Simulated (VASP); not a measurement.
# BaTiO3 (Pm-3m) in VASP: further runs, part 2 of 2

VASP 6.6.1. Earlier steps stand in the parts before.

## Step 3: Single point, PBE

Input file INCAR:

```
PREC = Accurate ; ENCUT = 520
EDIFF = 1E-6 ; ISMEAR = 0
SIGMA = 0.01 ; LREAL = F
LASPH = T ; NELM = 80
ALGO = Normal ; ISIF = 2
LWAVE = F ; LCHARG = T
GGA = PE ; LELF = T
LVHAR = T ; NBANDS = 28
```

Input file KPOINTS:

```
Automatic mesh
0
Gamma
  8 8 8
```

Input file POSCAR:

```
BaTiO3
1.0
    4.0060000000      0.0000000000      0.0000000000
    0.0000000000      4.0060000000      0.0000000000
    0.0000000000      0.0000000000      4.0060000000
Ba Ti O
1 1 3
Direct
    0.5000000000      0.5000000000      0.5000000000
    0.0000000000      0.0000000000      0.0000000000
    0.5000000000      0.0000000000      0.0000000000
    0.0000000000      0.5000000000      0.0000000000
    0.0000000000      0.0000000000      0.5000000000
```

Potentials or basis: VASP PAW PBE potentials, release 64 (Ba_sv, Ti_sv, O).

Launch:

```sh
$ cat potpaw_PBE.64/Ba_sv/POTCAR potpaw_PBE.64/Ti_sv/POTCAR potpaw_PBE.64/O/POTCAR > POTCAR
$ mpirun -np 1 vasp_std > vasp.out
```

OUTCAR:

```text
PREC = Accurate
   ENCUT = 520
   EDIFF = 1E-6
   ISMEAR = 0
   LREAL = F
   LASPH = T
   NELM = 80
   ISIF = 2
   GGA = PE

 ion  position               nearest neighbor table
   1  0.500  0.500  0.500-   3 2.83   4 2.83   5 2.83   3 2.83   4 2.83   3 2.83   5 2.83   3 2.83
                             4 2.83   5 2.83   4 2.83   5 2.83   2 3.47   2 3.47   2 3.47   2 3.47
   2  0.000  0.000  0.000-   3 2.00   4 2.00   5 2.00   5 2.00   4 2.00   3 2.00   1 3.47   1 3.47
                             1 3.47   1 3.47   1 3.47   1 3.47   1 3.47   1 3.47
   3  0.500  0.000  0.000-   2 2.00   2 2.00   1 2.83   1 2.83   1 2.83   1 2.83
   4  0.000  0.500  0.000-   2 2.00   2 2.00   1 2.83   1 2.83   1 2.83   1 2.83
   5  0.000  0.000  0.500-   2 2.00   2 2.00   1 2.83   1 2.83   1 2.83   1 2.83

  LATTYP: Found a simple cubic cell.
 ALAT       =     4.0060000000

  Lattice vectors:

 A1 = (   4.0060000000,   0.0000000000,   0.0000000000)
 A2 = (   0.0000000000,   4.0060000000,   0.0000000000)
 A3 = (   0.0000000000,   0.0000000000,   4.0060000000)

Analysis of symmetry for initial positions (statically):
=====================================================================
 Subroutine PRICEL returns:
 Original cell was already a primitive cell.

 Routine SETGRP: Setting up the symmetry group for a
 simple cubic supercell.

 Subroutine GETGRP returns: Found 48 space group operations
 (whereof 48 operations were pure point group operations)
 out of a pool of 48 trial point group operations.

The static configuration has the point symmetry O_h .

Analysis of symmetry for dynamics (positions and initial velocities):
=====================================================================
 Subroutine PRICEL returns:
 Original cell was already a primitive cell.

 Routine SETGRP: Setting up the symmetry group for a
 simple cubic supercell.

 Subroutine GETGRP returns: Found 48 space group operations
 (whereof 48 operations were pure point group operations)
 out of a pool of 48 trial point group operations.

The dynamic configuration has the point symmetry O_h .

 Subroutine INISYM returns: Found 48 space group operations
 (whereof 48 operations are pure point group operations),
 and found     1 'primitive' translations

----------------------------------------------------------------------------------------

                                     Primitive cell

  volume of cell :      64.2884

  direct lattice vectors                    reciprocal lattice vectors
     4.006000000  0.000000000  0.000000000     0.249625562  0.000000000  0.000000000
     0.000000000  4.006000000  0.000000000     0.000000000  0.249625562  0.000000000
     0.000000000  0.000000000  4.006000000     0.000000000  0.000000000  0.249625562

  length of vectors
     4.006000000  4.006000000  4.006000000     0.249625562  0.249625562  0.249625562

  position of ions in fractional coordinates (direct lattice)
     0.500000000  0.500000000  0.500000000
     0.000000000  0.000000000  0.000000000
     0.500000000  0.000000000  0.000000000
     0.000000000  0.500000000  0.000000000
     0.000000000  0.000000000  0.500000000

  ion indices of the primitive-cell ions
   primitive index   ion index
                 1           1
                 2           2
                 3           3
                 4           4
                 5           5

[... 29 lines left out ...]
  0.125000  0.000000  0.000000      6.000000
  0.250000  0.000000  0.000000      6.000000
  0.375000  0.000000  0.000000      6.000000
  0.500000  0.000000  0.000000      3.000000
  0.125000  0.125000  0.000000     12.000000
[... 16 lines left out ...]
  0.375000  0.375000  0.125000     24.000000
  0.500000  0.375000  0.125000     24.000000
 [... further k-points ...]
   k-points           NKPTS =     35   k-points in BZ     NKDIM =     35   number of bands    NBANDS=     28
   number of dos      NEDOS =    301   number of ions     NIONS =      5
   total plane-waves  NPLWV =  27000
   dimension x,y,z NGX =    30 NGY =   30 NGZ =   30
   dimension x,y,z NGXF=    60 NGYF=   60 NGZF=   60
   ions per type =               1   1   3
   NGX,Y,Z   is equivalent  to a cutoff of  12.45, 12.45, 12.45 a.u.
   NGXF,Y,Z  is equivalent  to a cutoff of  24.90, 24.90, 24.90 a.u.
 SYSTEM =  unknown system
   PREC   = accura    normal or accurate (medium, high low for compatibility)
   ISTART =      0    job   : 0-new  1-cont  2-samecut
   ICHARG =      2    charge: 1-file 2-atom 10-const
   ISPIN  =      1    spin polarized calculation?
   LNONCOLLINEAR =      F non collinear calculations
   LSORBIT =      F    spin-orbit coupling
   LASPH  =      T    aspherical Exc in radial PAW
   ENCUT  =  520.0 eV  38.22 Ry    6.18 a.u.   7.45  7.45  7.45*2*pi/ulx,y,z
   NELM   =     80;   NELMIN=  2; NELMDL= -5     # of ELM steps
   EDIFF  = 0.1E-05   stopping-criterion for ELM
   LREAL  =      F    real-space projection
   EDIFFG = 0.1E-04   stopping-criterion for IOM
   NSW    =      0    number of steps for IOM
   IBRION =     -1    ionic relax: 0-MD 1-quasi-New 2-CG
   NFREE  =      0    steps in history (QN), initial steepest desc. (CG)
   ISIF   =      2    stress and relaxation
   ISYM   =      2    0-nonsym 1-usesym 2-fastsym
   POTIM  = 0.5000    time-step for ionic-motion
   TEBEG  =    0.0;   TEEND  =   0.0 temperature during run
   PSTRESS=    0.0 pullay stress
   NELECT =      40.0000    total number of electrons
   NUPDOWN=      -1.0000    fix difference up-down
   EMIN   =  10.00;   EMAX   =-10.00  energy-range for DOS
   EFERMI =   0.00;   METHOD = LEGACY
   ISMEAR =     0;   SIGMA  =   0.01  broadening in eV -4-tet -1-fermi 0-gaus
   EFERMI_NEDOS =   21; number of points for ismear=-14 and -15
   IALGO  =     38    algorithm
   IMIX   =      4    mixing-type and parameters
     AMIX     =   0.40;   BMIX     =  1.00
     AMIX_MAG =   1.60;   BMIX_MAG =  1.00
  volume/ion in A,a.u.               =      12.86        86.77
  Fermi-wavevector in a.u.,A,eV,Ry     =   1.397603  2.641087 26.576187  1.953295
  Thomas-Fermi vector in A             =   2.520843
   LORBIT       =      0    0 simple, 1 ext, 2 COOP (PROOUT), +10 PAW based schemes
   GGA     = PE    functional components
   LHFCALC =     F    Hartree Fock is set to
   AEXX    =    0.0000 exact exchange contribution
   IVDW    =     0    specifies the selected vdW correction
   LEPSILON=     F    determine dielectric tensor
   LRPA    =     F    only Hartree local field effects (RPA)
 non-spin polarized calculation
 Gauss-broadening in eV      SIGMA  =   0.01
  energy-cutoff  :      520.00
  volume of cell :       64.29
 maximum number of plane-waves:      1751
 NGX is ok and might be reduce to    30
   NGX = 15   NGY = 15   NGZ = 15

 number of electron      39.9999976 magnetization

 Free energy of the ion-electron system (eV)
  ---------------------------------------------------
  ext. energy  EPLUGINS =         0.00000000
  ---------------------------------------------------
  free energy    TOTEN  =       -39.97081917 eV

  energy without entropy =      -39.97081917  energy(sigma->0) =      -39.97081917

 E-fermi :   3.8858     XC(G=0): -11.2464

 val. band max:        3.8138483601   @ k =   0.5000   0.5000   0.5000
 cond. band min:       5.5536323409   @ k =   0.0000   0.0000   0.0000
 fundamental gap:      1.7397839809
 Fermi energy:         3.8857520106

 k-point     1 :       0.0000    0.0000    0.0000
  band No.  band energies     occupation
      1     -52.8349      2.00000
      2     -29.0445      2.00000
      3     -29.0445      2.00000
      4     -29.0445      2.00000
      5     -21.0059      2.00000
      6     -13.0734      2.00000
[... 733 lines left out ...]
     27      11.9972      0.00000
     28      12.8048      0.00000

 [... further k-points ...]

------------------------ aborting loop because EDIFF is reached ----------------------------------------

  FORCE on cell =-STRESS in cart. coord.  units (eV):
  Direction    XX          YY          ZZ          XY          YZ          ZX
  --------------------------------------------------------------------------------------
  -------------------------------------------------------------------------------------
  Total        1.3735376      1.3735376      1.3735376      0.0000000      0.0000000     -0.0000000
  in kB       34.2308981     34.2308981     34.2308981      0.0000000      0.0000000     -0.0000000
  external PRESSURE =      34.2308981 kB  Pullay stress =       0.0000000 kB

 VOLUME and BASIS-vectors are now :
 -----------------------------------------------------------------------------
  energy-cutoff  :      520.00
  volume of cell :       64.29
      direct lattice vectors                 reciprocal lattice vectors
     4.006000000  0.000000000  0.000000000     0.249625562  0.000000000  0.000000000
     0.000000000  4.006000000  0.000000000     0.000000000  0.249625562  0.000000000
     0.000000000  0.000000000  4.006000000     0.000000000  0.000000000  0.249625562

 POSITION                                       TOTAL-FORCE (eV/Angst)
 -----------------------------------------------------------------------------------
      2.00300      2.00300      2.00300         0.000000      0.000000      0.000000
      0.00000      0.00000      0.00000         0.000000      0.000000      0.000000
      2.00300      0.00000      0.00000         0.000000      0.000000      0.000000
      0.00000      2.00300      0.00000         0.000000      0.000000      0.000000
      0.00000      0.00000      2.00300         0.000000      0.000000      0.000000
 -----------------------------------------------------------------------------------
    total drift:                                0.000000     -0.000000      0.000000

  FREE ENERGIE OF THE ION-ELECTRON SYSTEM (eV)
  ---------------------------------------------------
  free  energy   TOTEN  =       -39.9708191681 eV

  energy  without entropy=      -39.9708191681  energy(sigma->0) =      -39.97081917
```

OSZICAR:

```text
N       E                     dE             d eps       ncg     rms          rms(c)
DAV:   1     0.424706440103E+03    0.42471E+03   -0.20496E+04  1960   0.152E+03
DAV:   2    -0.102038779589E+02   -0.43491E+03   -0.41437E+03  2292   0.417E+02
DAV:   3    -0.490753770092E+02   -0.38871E+02   -0.38526E+02  2328   0.130E+02
DAV:   4    -0.509582001528E+02   -0.18828E+01   -0.18797E+01  3032   0.250E+01
DAV:   5    -0.509942781561E+02   -0.36078E-01   -0.36068E-01  2508   0.327E+00    0.228E+01
DAV:   6    -0.401837667293E+02    0.10811E+02   -0.57136E+01  2732   0.659E+01    0.976E+00
DAV:   7    -0.401274708510E+02    0.56296E-01   -0.96419E+00  2512   0.226E+01    0.655E+00
DAV:   8    -0.399616680660E+02    0.16580E+00   -0.65169E-01  2384   0.705E+00    0.339E+00
DAV:   9    -0.399986827048E+02   -0.37015E-01   -0.33654E-01  2716   0.480E+00    0.154E+00
DAV:  10    -0.399739843782E+02    0.24698E-01   -0.15334E-01  2232   0.409E+00    0.491E-01
DAV:  11    -0.399708623500E+02    0.31220E-02   -0.15893E-02  2620   0.824E-01    0.138E-01
DAV:  12    -0.399712046681E+02   -0.34232E-03   -0.24184E-03  2612   0.452E-01    0.169E-01
DAV:  13    -0.399708153112E+02    0.38936E-03   -0.11684E-03  2504   0.352E-01    0.169E-02
DAV:  14    -0.399708188501E+02   -0.35389E-05   -0.37161E-05  2436   0.398E-02    0.855E-03
DAV:  15    -0.399708198584E+02   -0.10082E-05   -0.45548E-06  2296   0.191E-02    0.802E-03
DAV:  16    -0.399708191681E+02    0.69024E-06   -0.24220E-06  1620   0.167E-02
   1 F= -.39970819E+02 E0= -.39970819E+02  d E =-.116323E-26
```

stdout:

```text
POSCAR found type information on POSCAR BaTiO
 POSCAR found :  3 types and       5 ions
 scaLAPACK will be used
 LDA part: xc-table for (Slater+PW92), standard interpolation
 POSCAR, INCAR and KPOINTS ok, starting setup
 FFT: planning ... GRIDC
 FFT: planning ... GRID_SOFT
 FFT: planning ... GRID
 WAVECAR not read
 entering main loop
```

Run time: 38 s. Hardware: 1 thread of Intel Xeon Platinum 8488C (Sapphire Rapids), shared host; peak memory 0.21 GiB.

What came out:

- Free energy: -39.9708 eV
- Pressure: 3.4 GPa
- Band gap on the k mesh: 1.74 eV, indirect (least direct gap 1.89 eV)

Levels at points of the mesh, in eV from the valence-band top:
| k point | band 16 | band 17 | band 18 | band 19 | band 20 | band 21 | band 22 | band 23 | band 24 | band 25 |
| --- | --- | --- | --- | --- | --- | --- | --- | --- | --- | --- |
| (0.00, 0.00, 0.00) | -1.09 | -1.09 | -0.15 | -0.15 | -0.15 | 1.74 | 1.74 | 1.74 | 3.88 | 3.88 |
| (0.50, 0.00, 0.00) | -1.91 | -1.83 | -1.83 | -0.71 | -0.71 | 1.90 | 3.47 | 3.47 | 3.89 | 5.90 |
| (0.50, 0.50, 0.00) | -2.68 | -1.72 | -0.87 | -0.87 | -0.09 | 3.48 | 3.48 | 3.89 | 4.73 | 7.64 |
| (0.50, 0.50, 0.50) | -2.41 | -2.41 | 0.00 | 0.00 | 0.00 | 4.14 | 4.14 | 4.14 | 6.71 | 6.71 |

Caveat: spin-orbit coupling is left out, which moves the levels of the heavy elements. A k mesh can miss the band edges.
